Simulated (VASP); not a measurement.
Input of a VASP 6.6.1 run:

Contents of INCAR:

```
ALGO = Normal
EDIFF = 1E-6
ENCUT = 520
GGA = PE
ISIF = 2
ISMEAR = -1
LASPH = True
LCHARG = True
LELF = True
LREAL = False
LVHAR = True
LWAVE = False
NBANDS = 13
NELM = 60
PREC = Accurate
SIGMA = 0.08
```

The input KPOINTS:

```
k-points
0
Gamma
  17 17 17
```

POSCAR

```
W
1.0
    0.0000000000      1.9994579054      1.9994579054
    1.9994579054      0.0000000000      1.9994579054
    1.9994579054      1.9994579054      0.0000000000
W
1
Direct
    0.0000000000      0.0000000000      0.0000000000
```

Potentials or basis: VASP PAW PBE potentials, release 64 (W_sv).

Launch:

```console
$ cat potpaw_PBE.64/W_sv/POTCAR > POTCAR
$ mpirun -np 1 vasp_std > vasp.out
```

(1) Estimate the pressure.

(2) What does it give for the band gap on the k mesh?

Answers

(1) 9.3 GPa.

(2) zero (bands 7 and 8 overlap by 3.62 eV).

Caveat: the cell stands under pressure; spin-orbit coupling is left out, which moves the levels of the heavy elements.
